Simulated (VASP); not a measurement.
# Mg3H8 (P-6m2) in VASP: a series of runs

Mg3H8 is run at these levels: PBE; tasks: single point, relaxation of cell and atoms.

Program: VASP 6.6.1. These are calculated values, not measurements. Logs are shortened: lines on timing, memory, paths and dates and some standing lists are left out, and cuts for length are marked.

### Step 1. The cell of the first run

Symmetry: P-6m2, No. 187, hexagonal system. Conventional cell: a = 4.116 Å, b = 4.116 Å, c = 7.843 Å, α = 90.00°, β = 90.00°, γ = 120.00°. Mg (site symmetry 3m) has 5 H at 1.73 to 2.19 Å within 2.3 Å. Within 2.7 Å of Mg (site symmetry -6m2) lie 9 H at 2.06 to 2.38 Å. H (site symmetry mm2) has 1 H at 1.23 Å within 1.6 Å. H (site symmetry -6m2) has 3 H at 1.23 Å within 1.6 Å. Within 1.6 Å of H (site symmetry mm2) lie 1 H at 1.17 Å. H (site symmetry -6m2) has 3 H at 1.17 Å within 1.6 Å.

### Step 2. Single point, PBE

INCAR reads:

```
PREC = Accurate
ENCUT = 520
EDIFF = 1E-7
ISMEAR = 0
SIGMA = 0.1
LREAL = False
LASPH = True
NELM = 60
ALGO = Normal
ISIF = 2
LWAVE = False
LCHARG = False
GGA = PE
NBANDS = 18
```

KPOINTS reads:

```
regular mesh
0
Gamma
  6 6 4
```

POSCAR reads:

```
Mg3H8
1.0
    4.1156485939      0.0000000000      0.0000000000
   -2.0578242969      3.5642562354      0.0000000000
    0.0000000000      0.0000000000      7.8432935452
Mg H
3 8
Direct
    0.3333333333      0.6666666667      0.7210524470
    0.3333333333      0.6666666667      0.2789475530
    0.6666666667      0.3333333333      0.0000000000
    0.5059093704      0.4940906296      0.5000000000
    0.5059093704      1.0118187407      0.5000000000
   -0.0118187407      0.4940906296      0.5000000000
    0.3333333333      0.6666666667      0.5000000000
    0.1693012092      0.8306987908      0.0000000000
    0.1693012092      0.3386024183      0.0000000000
    0.6613975817      0.8306987908      0.0000000000
    0.3333333333      0.6666666667      0.0000000000
```

Potentials or basis: VASP PAW PBE potentials, release 64 (Mg, H).

On the command line:

```bash
$ cat potpaw_PBE.64/Mg/POTCAR potpaw_PBE.64/H/POTCAR > POTCAR
$ mpirun -np 1 vasp_std > vasp.out
```

OUTCAR:

```text
PREC = Accurate
   ENCUT = 520
   EDIFF = 1E-7
   ISMEAR = 0
   LREAL = False
   LASPH = True
   NELM = 60
   ISIF = 2
   GGA = PE

 ion  position               nearest neighbor table
   1  0.333  0.667  0.721-   7 1.73   6 2.13   5 2.13   4 2.13  11 2.19   3 3.23   3 3.23   3 3.23
                             2 3.47
   2  0.333  0.667  0.279-   7 1.73   6 2.13   5 2.13   4 2.13  11 2.19   3 3.23   3 3.23   3 3.23
                             1 3.47
   3  0.667  0.333  0.000-   9 2.06   9 2.06  10 2.06  10 2.06   8 2.06   8 2.06   1 3.23   2 3.23
                             1 3.23   2 3.23   1 3.23   2 3.23
   4  0.506  0.494  0.500-   1 2.13   2 2.13
   5  0.506  0.012  0.500-   1 2.13   2 2.13
   6  0.988  0.494  0.500-   1 2.13   2 2.13
   7  0.333  0.667  0.500-   1 1.73   2 1.73
   8  0.169  0.831  0.000-   3 2.06   3 2.06
   9  0.169  0.339  0.000-   3 2.06   3 2.06
  10  0.661  0.831  0.000-   3 2.06   3 2.06
  11  0.333  0.667  0.000-   1 2.19   2 2.19

  LATTYP: Found a hexagonal cell.
 ALAT       =     4.1156485939
 C/A-ratio  =     1.9057247883

  Lattice vectors:

 A1 = (   4.1156485939,   0.0000000000,   0.0000000000)
 A2 = (  -2.0578242969,   3.5642562354,   0.0000000000)
 A3 = (   0.0000000000,   0.0000000000,   7.8432935452)

Analysis of symmetry for initial positions (statically):
=====================================================================
 Subroutine PRICEL returns:
 Original cell was already a primitive cell.

 Routine SETGRP: Setting up the symmetry group for a
 hexagonal supercell.

 Subroutine GETGRP returns: Found 12 space group operations
 (whereof 12 operations were pure point group operations)
 out of a pool of 24 trial point group operations.

The static configuration has the point symmetry D_3h.

Analysis of symmetry for dynamics (positions and initial velocities):
=====================================================================
 Subroutine PRICEL returns:
 Original cell was already a primitive cell.

 Routine SETGRP: Setting up the symmetry group for a
 hexagonal supercell.

 Subroutine GETGRP returns: Found 12 space group operations
 (whereof 12 operations were pure point group operations)
 out of a pool of 24 trial point group operations.

The dynamic configuration has the point symmetry D_3h.

 Subroutine INISYM returns: Found 12 space group operations
 (whereof 12 operations are pure point group operations),
 and found     1 'primitive' translations

----------------------------------------------------------------------------------------

                                     Primitive cell

  volume of cell :     115.0550

  direct lattice vectors                    reciprocal lattice vectors
     4.115648594  0.000000000  0.000000000     0.242975069  0.140281721  0.000000000
    -2.057824297  3.564256235  0.000000000     0.000000000  0.280563443  0.000000000
     0.000000000  0.000000000  7.843293545     0.000000000  0.000000000  0.127497459

  length of vectors
     4.115648594  4.115648594  7.843293545     0.280563443  0.280563443  0.127497459

  position of ions in fractional coordinates (direct lattice)
     0.333333333  0.666666667  0.721052447
     0.333333333  0.666666667  0.278947553
     0.666666667  0.333333333  0.000000000
     0.505909370  0.494090630  0.500000000
     0.505909370  0.011818741  0.500000000
     0.988181259  0.494090630  0.500000000
     0.333333333  0.666666667  0.500000000
     0.169301209  0.830698791  0.000000000
     0.169301209  0.338602418  0.000000000
     0.661397582  0.830698791  0.000000000
     0.333333333  0.666666667  0.000000000

  ion indices of the primitive-cell ions
   primitive index   ion index
                 1           1
                 2           2
                 3           3
                 4           4
                 5           5
                 6           6
                 7           7
                 8           8
                 9           9
                10          10
                11          11

----------------------------------------------------------------------------------------

 KPOINTS: regular mesh

Automatic generation of k-mesh.
 Grid dimensions read from file:
 generate k-points for:    6    6    4

 Generating k-lattice:

  Cartesian coordinates                     Fractional coordinates (reciprocal lattice)
     0.040495845  0.023380287  0.000000000     0.166666667  0.000000000  0.000000000
     0.000000000  0.046760574  0.000000000     0.000000000  0.166666667  0.000000000
     0.000000000  0.000000000  0.031874365     0.000000000  0.000000000  0.250000000

  Length of vectors
     0.046760574  0.046760574  0.031874365

  Shift w.r.t. Gamma in fractional coordinates (k-lattice)
     0.000000000  0.000000000  0.000000000

 Subroutine IBZKPT returns following result:
 ===========================================

 Found     21 irreducible k-points:

 Following reciprocal coordinates:
            Coordinates               Weight
  0.000000  0.000000  0.000000      1.000000
  0.166667  0.000000  0.000000      6.000000
  0.333333  0.000000  0.000000      6.000000
  0.500000  0.000000  0.000000      3.000000
  0.166667  0.166667  0.000000      6.000000
  0.333333  0.166667  0.000000     12.000000
[... 13 lines left out ...]
  0.333333  0.166667  0.500000     12.000000
  0.333333  0.333333  0.500000      2.000000
   k-points           NKPTS =     21   k-points in BZ     NKDIM =     21   number of bands    NBANDS=     18
   number of dos      NEDOS =    301   number of ions     NIONS =     11
   total plane-waves  NPLWV =  61440
   dimension x,y,z NGX =    32 NGY =   32 NGZ =   60
   dimension x,y,z NGXF=    64 NGYF=   64 NGZF=  120
   ions per type =               3   8
   NGX,Y,Z   is equivalent  to a cutoff of  12.93, 12.93, 12.72 a.u.
   NGXF,Y,Z  is equivalent  to a cutoff of  25.85, 25.85, 25.44 a.u.
 SYSTEM =  unknown system
   PREC   = accura    normal or accurate (medium, high low for compatibility)
   ISTART =      0    job   : 0-new  1-cont  2-samecut
   ICHARG =      2    charge: 1-file 2-atom 10-const
   ISPIN  =      1    spin polarized calculation?
   LNONCOLLINEAR =      F non collinear calculations
   LSORBIT =      F    spin-orbit coupling
   LASPH  =      T    aspherical Exc in radial PAW
   ENCUT  =  520.0 eV  38.22 Ry    6.18 a.u.   7.65  7.65 14.58*2*pi/ulx,y,z
   NELM   =     60;   NELMIN=  2; NELMDL= -5     # of ELM steps
   EDIFF  = 0.1E-06   stopping-criterion for ELM
   LREAL  =      F    real-space projection
   EDIFFG = 0.1E-05   stopping-criterion for IOM
   NSW    =      0    number of steps for IOM
   IBRION =     -1    ionic relax: 0-MD 1-quasi-New 2-CG
   NFREE  =      0    steps in history (QN), initial steepest desc. (CG)
   ISIF   =      2    stress and relaxation
   ISYM   =      2    0-nonsym 1-usesym 2-fastsym
   POTIM  = 0.5000    time-step for ionic-motion
   TEBEG  =    0.0;   TEEND  =   0.0 temperature during run
   PSTRESS=    0.0 pullay stress
   NELECT =      14.0000    total number of electrons
   NUPDOWN=      -1.0000    fix difference up-down
   EMIN   =  10.00;   EMAX   =-10.00  energy-range for DOS
   EFERMI =   0.00;   METHOD = LEGACY
   ISMEAR =     0;   SIGMA  =   0.10  broadening in eV -4-tet -1-fermi 0-gaus
   EFERMI_NEDOS =   21; number of points for ismear=-14 and -15
   IALGO  =     38    algorithm
   IMIX   =      4    mixing-type and parameters
     AMIX     =   0.40;   BMIX     =  1.00
     AMIX_MAG =   1.60;   BMIX_MAG =  1.00
  volume/ion in A,a.u.               =      10.46        70.58
  Fermi-wavevector in a.u.,A,eV,Ry     =   0.811239  1.533020  8.954118  0.658109
  Thomas-Fermi vector in A             =   1.920562
   LORBIT       =      0    0 simple, 1 ext, 2 COOP (PROOUT), +10 PAW based schemes
   GGA     = PE    functional components
   LHFCALC =     F    Hartree Fock is set to
   AEXX    =    0.0000 exact exchange contribution
   IVDW    =     0    specifies the selected vdW correction
   LEPSILON=     F    determine dielectric tensor
   LRPA    =     F    only Hartree local field effects (RPA)
 non-spin polarized calculation
 Gauss-broadening in eV      SIGMA  =   0.10
  energy-cutoff  :      520.00
  volume of cell :      115.06
 maximum number of plane-waves:      3126
 NGX is ok and might be reduce to    32
   NGX = 15   NGY = 15   NGZ = 29

 number of electron      13.9999998 magnetization

 Free energy of the ion-electron system (eV)
  ---------------------------------------------------
  ext. energy  EPLUGINS =         0.00000000
  ---------------------------------------------------
  free energy    TOTEN  =       -24.77898115 eV

  energy without entropy =      -24.76691681  energy(sigma->0) =      -24.77294898

 E-fermi :   0.9828     XC(G=0):  -8.1182

 val. band max:        0.9621414659   @ k =   0.5000   0.0000   0.5000
 cond. band min:       0.9858465602   @ k =   0.3333   0.3333   0.0000
 fundamental gap:      0.0237050944
 Fermi energy:         0.9827707974

 k-point     1 :       0.0000    0.0000    0.0000
  band No.  band energies     occupation
      1      -9.8844      2.00000
      2      -8.3575      2.00000
      3      -2.1853      2.00000
      4      -0.3885      2.00000
      5      -0.3885      2.00000
      6       0.1873      2.00000
[... 10 lines left out ...]
     17       8.7642      0.00000
     18       8.7642      0.00000

 k-point     2 :       0.1667    0.0000    0.0000
  band No.  band energies     occupation
      1      -9.6692      2.00000
      2      -8.1829      2.00000
      3      -1.9847      2.00000
      4      -1.8696      2.00000
      5      -0.6161      2.00000
      6      -0.4541      2.00000
[... 10 lines left out ...]
     17       8.3430      0.00000
     18       9.1948      0.00000
[... 379 lines left out ...]
 k-point    21 :       0.3333    0.3333    0.5000
  band No.  band energies     occupation
      1      -8.5744      2.00000
      2      -7.4109      2.00000
      3      -4.3218      2.00000
      4      -2.8398      2.00000
      5      -2.7983      2.00000
      6      -0.5062      2.00000
[... 10 lines left out ...]
     17       8.9429      0.00000
     18      10.0163      0.00000

------------------------ aborting loop because EDIFF is reached ----------------------------------------

  FORCE on cell =-STRESS in cart. coord.  units (eV):
  Direction    XX          YY          ZZ          XY          YZ          ZX
  --------------------------------------------------------------------------------------
  -------------------------------------------------------------------------------------
  Total        0.0282548      0.0282548     -0.2121400      0.0000000      0.0000000      0.0000000
  in kB        0.3934576      0.3934576     -2.9541149      0.0000000      0.0000000      0.0000000
  external PRESSURE =      -0.7223999 kB  Pullay stress =       0.0000000 kB

 VOLUME and BASIS-vectors are now :
 -----------------------------------------------------------------------------
  energy-cutoff  :      520.00
  volume of cell :      115.06
      direct lattice vectors                 reciprocal lattice vectors
     4.115648594  0.000000000  0.000000000     0.242975069  0.140281721  0.000000000
    -2.057824297  3.564256235  0.000000000     0.000000000  0.280563443  0.000000000
     0.000000000  0.000000000  7.843293545     0.000000000  0.000000000  0.127497459

 POSITION                                       TOTAL-FORCE (eV/Angst)
 -----------------------------------------------------------------------------------
     -0.00000      2.37617      5.65543         0.000000     -0.000000      0.023012
     -0.00000      2.37617      2.18787         0.000000     -0.000000     -0.023012
      2.05782      1.18809      0.00000         0.000000     -0.000000      0.000000
      1.06539      1.76107      3.92165         0.009000     -0.005196      0.000000
      2.05782      0.04213      3.92165         0.000000      0.010392     -0.000000
      3.05026      1.76107      3.92165        -0.009000     -0.005196      0.000000
     -0.00000      2.37617      3.92165         0.000000     -0.000000      0.000000
     -1.01265      2.96082      0.00000        -0.020073      0.011589      0.000000
      0.00000      1.20687      0.00000        -0.000000     -0.023178     -0.000000
      1.01265      2.96082      0.00000         0.020073      0.011589      0.000000
     -0.00000      2.37617      0.00000         0.000000     -0.000000      0.000000
 -----------------------------------------------------------------------------------
    total drift:                                0.000000     -0.000000     -0.000000

  FREE ENERGIE OF THE ION-ELECTRON SYSTEM (eV)
  ---------------------------------------------------
  free  energy   TOTEN  =       -24.7789811541 eV

  energy  without entropy=      -24.7669168079  energy(sigma->0) =      -24.77294898
```

It took 48 s on 1 thread of Intel Xeon Platinum 8488C (Sapphire Rapids), shared host; peak memory 0.23 GiB.

What came out:

```yaml
Free_energy: -24.7790 eV
Pressure: -0.1 GPa
Largest_force: 0.023 eV/Å
Band_gap_on_the_k_mesh: zero (band 7 reaches 1.70 eV, above the bottom of band 8 at 0.59 eV)
```

Forces on the atoms (eV/Å):
```
Mg   0.000  0.000  0.023
Mg   0.000  0.000 -0.023
Mg   0.000  0.000  0.000
H    0.009 -0.005  0.000
H    0.000  0.010  0.000
H   -0.009 -0.005  0.000
H    0.000  0.000  0.000
H   -0.020  0.012  0.000
H    0.000 -0.023  0.000
H    0.020  0.012  0.000
H    0.000  0.000  0.000
```

(Continued in part 2 of 2.)
